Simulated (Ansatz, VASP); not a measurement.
**Two plane-wave programs on Te**

```
Te
1.0
     0.00000    3.73267    3.73267
     3.73267    0.00000    3.73267
     3.73267    3.73267    0.00000
Te
2
Direct
  0.12500 0.12500 0.12500
  0.87500 0.87500 0.87500
```

Alike in both runs: task single point; functional RPBE; k mesh 9 × 9 × 9; occupations fermi-dirac, width 0.1 eV; no spin polarisation.

|  | VASP | Ansatz |
| --- | --- | --- |
| version | VASP 6.6.1 | Ansatz 0.2.0 |
| potentials or method | VASP PAW PBE potentials, release 64 (Te), cutoff 520 eV | plane waves (420 eV) with PAW, scalar-relativistic |
| valence electrons in the cell | 12 | 32 |

```csv
,VASP,Ansatz,Ansatz less VASP
pressure (GPa),-1.5,-1.5,+0.04
```

VASP's potentials were made for PBE, not for RPBE. The functional is the same, so the differences come from potentials, cutoffs and numerics. VASP's potentials hold 12 valence electrons a cell and Ansatz's 32, so a difference there can come from the potentials and not from the codes.

Spin-orbit coupling is off throughout.
